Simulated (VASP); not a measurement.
Here is a VASP 6.6.1 calculation.

POSCAR

```
NaTe6P
1.0
    0.0000000000      5.0039190000      5.0039190000
    5.0039190000      0.0000000000      5.0039190000
    5.0039190000      5.0039190000      0.0000000000
Na Te P
1 6 1
Direct
    0.5000000000      0.5000000000      0.5000000000
    0.7971000000      0.2029000000      0.2029000000
    0.2029000000      0.7971000000      0.2029000000
    0.2029000000      0.7971000000      0.7971000000
    0.7971000000      0.2029000000      0.7971000000
    0.2029000000      0.2029000000      0.7971000000
    0.7971000000      0.7971000000      0.2029000000
    0.0000000000      0.0000000000      0.0000000000
```

File INCAR.step1:

```
SYSTEM = NaTe6P
  ALGO = Normal
  EDIFF = 1E-5
  ENCUT = 550
  GGA = PE
  GGA_COMPAT = .False.
  ISMEAR = 1
  LASPH = .True.
  LCHARG = .False.
  LREAL = .False.
  LWAVE = .True.
  NBANDS = 34
  NELM = 120
  PREC = Accurate
  SIGMA = 0.0873
```

The input INCAR.step2:

```
SYSTEM = NaTe6P
  ALGO = Normal
  EDIFF = 1E-6
  ENCUT = 550
  GGA_COMPAT = .False.
  ISIF = 2
  ISMEAR = 1
  ISTART = 1
  LASPH = .True.
  LCHARG = .False.
  LMIXTAU = .True.
  LREAL = .False.
  LWAVE = .False.
  METAGGA = R2SCAN
  NBANDS = 34
  NELM = 120
  PREC = Accurate
  SIGMA = 0.0873
```

Contents of KPOINTS:

```
k-points
0
Gamma
  3 3 3
  0 0 0
```

Potentials or basis: VASP PAW PBE potentials, release 64 (Na_pv, Te, P).

Launch:

```sh
$ cat potpaw_PBE.64/Na_pv/POTCAR potpaw_PBE.64/Te/POTCAR potpaw_PBE.64/P/POTCAR > POTCAR
$ cp INCAR.step1 INCAR
$ mpirun -np 1 vasp_std > vasp.out
$ cp INCAR.step2 INCAR
$ mpirun -np 1 vasp_std > vasp.out
```

Task: Estimate the largest force.

Result: 15.216 eV/Å.

Task: Estimate the band gap on the k mesh.

Result: 0.78 eV (least direct gap 1.01 eV).

Task: What does it give for the pressure?

Result: 42.7 GPa.

Forces in eV/Å, atoms in the order of the input:
```
Na    0.000   0.000   0.000
Te   15.216   0.000   0.000
Te    0.000  15.216   0.000
Te  -15.216   0.000   0.000
Te    0.000 -15.216   0.000
Te    0.000   0.000  15.216
Te    0.000   0.000 -15.216
P     0.000   0.000   0.000
```

Caveat: the cell stands under pressure; the PAW data sets were made with another functional, which shifts forces and pressure a little; spin-orbit coupling is left out, which moves the levels of the heavy elements; an odd mesh through Γ misses points on the zone boundary, where band edges can lie.
